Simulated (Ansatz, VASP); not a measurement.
# MgTe in VASP and in Ansatz

The input POSCAR:

```
MgTe
1.0
    4.6687342900      0.0000000000      0.0000000000
   -2.3343671400      4.0432425000      0.0000000000
    0.0000000000      0.0000000000      7.6010592300
Mg Te
2 2
Direct
    0.3333333300      0.6666666700      0.0043523900
    0.6666666700      0.3333333300      0.5043523900
    0.3333333300      0.6666666700      0.3806476100
    0.6666666700      0.3333333300      0.8806476100
```

The input INCAR.step1:

```
PREC = Accurate ; ENCUT = 580
ISMEAR = -1 ; SIGMA = 0.02
LREAL = False ; LASPH = True
NELM = 120 ; GGA = PE
ALGO = Normal ; EDIFF = 1E-5
LWAVE = True ; LCHARG = False
GGA_COMPAT = False ; IBRION = 2
EDIFFG = -0.01 ; NELMIN = 4
NSW = 100
```

INCAR.step2

```
PREC = Accurate ; ENCUT = 580
EDIFF = 1E-7 ; ISMEAR = -1
SIGMA = 0.02 ; LREAL = False
LASPH = True ; NELM = 120
ALGO = Normal ; ISIF = 2
LWAVE = False ; LCHARG = False
METAGGA = R2SCAN ; LMIXTAU = True
IBRION = 2 ; NSW = 50
EDIFFG = -0.01 ; ISTART = 1
GGA_COMPAT = False ; NELMIN = 4
```

File KPOINTS:

```
Automatic mesh
0
Gamma
  6 6 4
```

Input for Ansatz:

```yaml
crystal:
  lattice:
    - [4.66873429, 0.0, 0.0]
    - [-2.33436714, 4.0432425, 0.0]
    - [0.0, 0.0, 7.60105923]
  atoms:
    - { symbol: Mg, position: [0.33333333, 0.66666667, 0.00435239] }
    - { symbol: Mg, position: [0.66666667, 0.33333333, 0.50435239] }
    - { symbol: Te, position: [0.33333333, 0.66666667, 0.38064761] }
    - { symbol: Te, position: [0.66666667, 0.33333333, 0.88064761] }
  symmetry: { tolerance: 0.0003 }
hamiltonian:
  xc: r2scan
  pseudopotentials: { kind: paw, azcp: { folder: soft_1 } }
basis:
  ecutwfc: 500
magnetization:
  spin_polarized: false
scf:
  occupations: { method: fermi_dirac, width: 0.02 }
kpoints:
  mp_grid: { grid: [6, 6, 4], shift: [0, 0, 0] }
  band_path:
    path:
      - [0.0, 0.0, 0.0]
      - [0.5, 0.0, 0.0]
      - [0.33333333, 0.33333333, 0.0]
      - [0.0, 0.0, 0.0]
      - [0.0, 0.0, 0.5]
      - [0.5, 0.0, 0.5]
      - [0.33333333, 0.33333333, 0.5]
      - [0.0, 0.0, 0.5]
      - [0.5, 0.0, 0.5]
      - [0.5, 0.0, 0.0]
      - [0.33333333, 0.33333333, 0.5]
    npoints: 7
output:
  forces: true
  stress: true
  eigenvalues: true
  write_potential: true
  elf: true
  volumetric_format: npy
  dos: { e_range: [-12, 8], de: 0.05 }
relax:
  max_steps: 30
```

Alike in both runs: task relaxation of the atoms; functional r2SCAN; k mesh 6 × 6 × 4; occupations fermi-dirac, width 0.02 eV; no spin polarisation.

|  | VASP | Ansatz |
| --- | --- | --- |
| version | VASP 6.6.1 | Ansatz 0.2.0 |
| potentials or method | VASP PAW PBE potentials, release 64 (Mg, Te), cutoff 580 eV | PAW plane waves |
| valence electrons in the cell | 16 | 52 |

Ansatz gave:

```
gap on the k mesh at the Fermi level, each at its own relaxed structure (eV) : 2.88
```

**Question.** Estimate VASP's values.

**Answer.** gap on the k mesh at the Fermi level, each at its own relaxed structure (eV): 2.86.

VASP's potentials were made for PBE, not for r2SCAN. VASP's potentials hold 16 valence electrons a cell and Ansatz's 52, so a difference there can come from the potentials and not from the codes. Ansatz's warnings: stress scf threshold loose.

Spin-orbit coupling is off throughout. Noted on VASP's run: the relaxation stopped at its first step, so nothing moved.
